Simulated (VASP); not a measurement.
# AlNi in VASP: single point with PBE+D3(BJ)

Aim: the single point of AlNi with PBE+D3(BJ).

Program: VASP 6.6.1. These are calculated values, not measurements. Logs are shortened: lines on timing, memory, paths and dates and some standing lists are left out, and cuts for length are marked.

## 1. The cell of the first run

The cell holds a slab with vacuum, 32 atoms: a = 5.715 Å, b = 8.082 Å, c = 23.062 Å, α = 90.00°, β = 90.00°, γ = 90.00°.

## 2. Single point, PBE+D3(BJ)

The input, INCAR:

```
SYSTEM = AlNi
  ALGO = Normal
  DIPOL = 0.5 0.5 0.500
  EDIFF = 1E-6
  ENCUT = 520
  GGA = PE
  IDIPOL = 3
  ISIF = 2
  ISMEAR = 0
  IVDW = 12
  LASPH = .True.
  LCHARG = .False.
  LDIPOL = .True.
  LREAL = Auto
  LWAVE = .False.
  NBANDS = 126
  NELM = 100
  PREC = Accurate
  SIGMA = 0.1
```

The input, KPOINTS:

```
k-points
0
Gamma
  5 4 1
  0 0 0
```

The input, POSCAR:

```
AlNi
1.0
    5.7148460094      0.0000000000      0.0000000000
    0.0000000000      8.0820127334      0.0000000000
    0.0000000000      0.0000000000     23.0615095501
Al Ni
16 16
Direct
    0.0000000000      0.2500000000      0.3685795148
    0.0000000000      0.7500000000      0.3685795148
    0.5000000000      0.2500000000      0.3685795148
    0.5000000000      0.7500000000      0.3685795148
    0.0000000000      0.5000000000      0.4561931716
    0.0000000000      0.0000000000      0.4561931716
    0.5000000000      0.5000000000      0.4561931716
    0.5000000000      0.0000000000      0.4561931716
    0.0000000000      0.7500000000      0.5443292786
    0.0000000000      0.2500000000      0.5443292786
    0.5000000000      0.7500000000      0.5443292786
    0.5000000000      0.2500000000      0.5443292786
    0.0000000000      0.0000000000      0.6361960529
    0.0000000000      0.5000000000      0.6361960529
    0.5000000000      0.0000000000      0.6361960529
    0.5000000000      0.5000000000      0.6361960529
    0.2500000000      0.5000000000      0.3685795148
    0.2500000000      0.0000000000      0.3685795148
    0.7500000000      0.5000000000      0.3685795148
    0.7500000000      0.0000000000      0.3685795148
    0.2500000000      0.7500000000      0.4561931716
    0.2500000000      0.2500000000      0.4561931716
    0.7500000000      0.7500000000      0.4561931716
    0.7500000000      0.2500000000      0.4561931716
    0.2500000000      0.0000000000      0.5428302921
    0.2500000000      0.5000000000      0.5428302921
    0.7500000000      0.0000000000      0.5428302921
    0.7500000000      0.5000000000      0.5428302921
    0.2500000000      0.2500000000      0.6282057137
    0.2500000000      0.7500000000      0.6282057137
    0.7500000000      0.2500000000      0.6282057137
    0.7500000000      0.7500000000      0.6282057137
```

Potentials or basis: VASP PAW PBE potentials, release 64 (Al, Ni).

On the command line:

```bash
$ cat potpaw_PBE.64/Al/POTCAR potpaw_PBE.64/Ni/POTCAR > POTCAR
$ mpirun -np 1 vasp_std > vasp.out
```

OUTCAR:

```text
SYSTEM = AlNi
   EDIFF = 1E-6
   ENCUT = 520
   GGA = PE
   ISIF = 2
   ISMEAR = 0
   IVDW = 12
   LASPH = .True.
   LREAL = Auto
   NELM = 100
   PREC = Accurate
 IVDW          = 12

 ion  position               nearest neighbor table
   1  0.000  0.250  0.369-  22 2.47  24 2.47  19 2.47  20 2.47  17 2.47  18 2.47   5 2.86   6 2.86
                             3 2.86   3 2.86
   2  0.000  0.750  0.369-  21 2.47  23 2.47  19 2.47  20 2.47  17 2.47  18 2.47   5 2.86   6 2.86
                             4 2.86   4 2.86
   3  0.500  0.250  0.369-  22 2.47  24 2.47  19 2.47  20 2.47  17 2.47  18 2.47   7 2.86   8 2.86
                             1 2.86   1 2.86
   4  0.500  0.750  0.369-  21 2.47  23 2.47  19 2.47  20 2.47  17 2.47  18 2.47   7 2.86   8 2.86
                             2 2.86   2 2.86
   5  0.000  0.500  0.456-  26 2.46  28 2.46  17 2.47  19 2.47  23 2.47  24 2.47  21 2.47  22 2.47
                             1 2.86   2 2.86   7 2.86   7 2.86  10 2.87   9 2.87
   6  0.000  0.000  0.456-  25 2.46  27 2.46  18 2.47  20 2.47  23 2.47  24 2.47  21 2.47  22 2.47
                             1 2.86   2 2.86   8 2.86   8 2.86  10 2.87   9 2.87
   7  0.500  0.500  0.456-  26 2.46  28 2.46  17 2.47  19 2.47  23 2.47  24 2.47  21 2.47  22 2.47
                             3 2.86   4 2.86   5 2.86   5 2.86  12 2.87  11 2.87
   8  0.500  0.000  0.456-  25 2.46  27 2.46  18 2.47  20 2.47  23 2.47  24 2.47  21 2.47  22 2.47
                             3 2.86   4 2.86   6 2.86   6 2.86  12 2.87  11 2.87
   9  0.000  0.750  0.544-  30 2.40  32 2.40  27 2.47  28 2.47  25 2.47  26 2.47  21 2.48  23 2.48
[... 55 lines left out ...]
 A1 = (   5.7148460094,   0.0000000000,   0.0000000000)
 A2 = (   0.0000000000,   8.0820127334,   0.0000000000)
 A3 = (   0.0000000000,   0.0000000000,  23.0615095501)

Analysis of symmetry for initial positions (statically):
=====================================================================
 Subroutine PRICEL returns following result:

  LATTYP: Found a simple orthorhombic cell.
 ALAT       =     2.8574230047
 B/A-ratio  =     1.4142135624
 C/A-ratio  =     8.0707369935

  Lattice vectors:

 A1 = (   2.8574230047,   0.0000000000,   0.0000000000)
 A2 = (   0.0000000000,   4.0410063667,   0.0000000000)
 A3 = (   0.0000000000,   0.0000000000,  23.0615095501)

   4 primitive cells build up your supercell.

 Routine SETGRP: Setting up the symmetry group for a
 simple orthorhombic supercell.

 Subroutine GETGRP returns: Found  4 space group operations
 (whereof  4 operations were pure point group operations)
 out of a pool of  8 trial point group operations.

The static configuration has the point symmetry C_2v.

Analysis of symmetry for dynamics (positions and initial velocities):
=====================================================================
 Subroutine PRICEL returns following result:

[... 136 lines left out ...]
     AMIX_MAG =   1.60;   BMIX_MAG =  1.00
  volume/ion in A,a.u.               =      33.29       224.63
  Fermi-wavevector in a.u.,A,eV,Ry     =   0.949785  1.794834 12.273703  0.902092
  Thomas-Fermi vector in A             =   2.078101
   LORBIT       =      0    0 simple, 1 ext, 2 COOP (PROOUT), +10 PAW based schemes
   GGA     = PE    functional components
   LHFCALC =     F    Hartree Fock is set to
   AEXX    =    0.0000 exact exchange contribution
   IVDW    =    12    specifies the selected vdW correction
   LEPSILON=     F    determine dielectric tensor
   LRPA    =     F    only Hartree local field effects (RPA)
 non-spin polarized calculation
 Gauss-broadening in eV      SIGMA  =   0.10
  energy-cutoff  :      520.00
  volume of cell :     1065.15
 maximum number of plane-waves:     28714
 NGX is ok and might be reduce to    48
   NGX = 21   NGY = 31   NGZ = 85

 dipolmoment           0.000000      0.000000      0.171141 electrons x Angstroem

 number of electron     207.9999979 magnetization

 dipolmoment           0.000000      0.000000     -0.039165 electrons x Angstroem

 Free energy of the ion-electron system (eV)
  ---------------------------------------------------
  ext. energy  EPLUGINS =         0.00000000
  ---------------------------------------------------
  free energy    TOTEN  =      -159.37785516 eV

  energy without entropy =     -159.26477550  energy(sigma->0) =     -159.32131533

 E-fermi :   0.5253     XC(G=0):  -5.1615

 val. band max:        0.5175099235   @ k =   0.4000   0.2500   0.0000
 cond. band min:       0.5449809082   @ k =   0.0000   0.0000   0.0000
 fundamental gap:      0.0274709847
 Fermi energy:         0.5253215681

 k-point     1 :       0.0000    0.0000    0.0000
  band No.  band energies     occupation
      1     -10.2067      2.00000
      2      -8.7415      2.00000
      3      -7.9965      2.00000
      4      -7.9417      2.00000
      5      -6.7871      2.00000
      6      -6.6249      2.00000
[... 1060 lines left out ...]
    115       2.6710      0.00000
    116       2.6710      0.00000
 [bands above 116 left out]

------------------------ aborting loop because EDIFF is reached ----------------------------------------

 vacuum level on the upper side and lower side of the slab       (xc-potential included)        -0.176        -0.030

 Edisp (eV)  -10.56553

 E8    (eV) :    -4.8393

  FORCE on cell =-STRESS in cart. coord.  units (eV):
  Direction    XX          YY          ZZ          XY          YZ          ZX
  --------------------------------------------------------------------------------------
  -------------------------------------------------------------------------------------
  Total     -16.28972   -13.47064     0.33173     0.00000     0.00000     0.00000
  in kB     -24.50262   -20.26222     0.49898     0.00000     0.00000     0.00000
  external pressure =      -14.76 kB  Pullay stress =        0.00 kB

 VOLUME and BASIS-vectors are now :
 -----------------------------------------------------------------------------
  energy-cutoff  :      520.00
  volume of cell :     1065.15
      direct lattice vectors                 reciprocal lattice vectors
     5.714846009  0.000000000  0.000000000     0.174982843  0.000000000  0.000000000
     0.000000000  8.082012733  0.000000000     0.000000000  0.123731555  0.000000000
     0.000000000  0.000000000 23.061509550     0.000000000  0.000000000  0.043362296

 POSITION                                       TOTAL-FORCE (eV/Angst)
 -----------------------------------------------------------------------------------
      0.00000      2.02050      8.50000        -0.000000     -0.000000     -0.602606
      0.00000      6.06151      8.50000        -0.000000     -0.000000     -0.602606
      2.85742      2.02050      8.50000        -0.000000     -0.000000     -0.602606
      2.85742      6.06151      8.50000        -0.000000     -0.000000     -0.602606
      0.00000      4.04101     10.52050        -0.000000     -0.000000     -0.365001
      0.00000      0.00000     10.52050        -0.000000     -0.000000     -0.365001
[... 24 lines left out ...]
      4.28613      2.02050     14.48737        -0.000000     -0.000000      0.002636
      4.28613      6.06151     14.48737        -0.000000     -0.000000      0.002636
 -----------------------------------------------------------------------------------
    total drift:                                0.000000      0.000000     -0.029118

  FREE ENERGIE OF THE ION-ELECTRON SYSTEM (eV)
  ---------------------------------------------------
  free  energy   TOTEN  =      -169.9433867605 eV

  energy  without entropy=     -169.8303071007  energy(sigma->0) =     -169.88684693

 vacuum level on the upper side and lower side of the slab         5.202         5.351
```

stdout:

```text
POSCAR found type information on POSCAR AlNi
 POSCAR found :  2 types and      32 ions
 scaLAPACK will be used
 LDA part: xc-table for (Slater+PW92), standard interpolation
 POSCAR, INCAR and KPOINTS ok, starting setup
 FFT: planning ... GRIDC
 FFT: planning ... GRID_SOFT
 FFT: planning ... GRID
 WAVECAR not read
 entering main loop
```

It took 1.5 h on 1 thread of AMD EPYC 7R43 (Zen 3), shared host; peak memory 1.3 GiB.

Results:

```
Free energy                : -169.9434 eV
Largest force              : 0.603 eV/Å
Band gap on the k mesh     : zero (band 104 reaches 1.07 eV, above the bottom of band 105 at 0.22 eV)
Dispersion energy per atom : -0.330 eV
```

Forces in eV/Å, atoms in the order of the input:
```
Al   0.000  0.000 -0.603
Al   0.000  0.000 -0.603
Al   0.000  0.000 -0.603
Al   0.000  0.000 -0.603
Al   0.000  0.000 -0.365
Al   0.000  0.000 -0.365
Al   0.000  0.000 -0.365
Al   0.000  0.000 -0.365
Al   0.000  0.000  0.014
Al   0.000  0.000  0.014
Al   0.000  0.000  0.014
Al   0.000  0.000  0.014
Al   0.000  0.000 -0.023
Al   0.000  0.000 -0.023
Al   0.000  0.000 -0.023
Al   0.000  0.000 -0.023
Ni   0.000  0.000  0.534
Ni   0.000  0.000  0.534
Ni   0.000  0.000  0.534
Ni   0.000  0.000  0.534
Ni   0.000  0.000  0.427
Ni   0.000  0.000  0.427
Ni   0.000  0.000  0.427
Ni   0.000  0.000  0.427
Ni   0.000  0.000  0.012
Ni   0.000  0.000  0.012
Ni   0.000  0.000  0.012
Ni   0.000  0.000  0.012
Ni   0.000  0.000  0.003
Ni   0.000  0.000  0.003
Ni   0.000  0.000  0.003
Ni   0.000  0.000  0.003
```

Spin polarisation is off, so any magnetic state and its effect on volume and gap are missing.
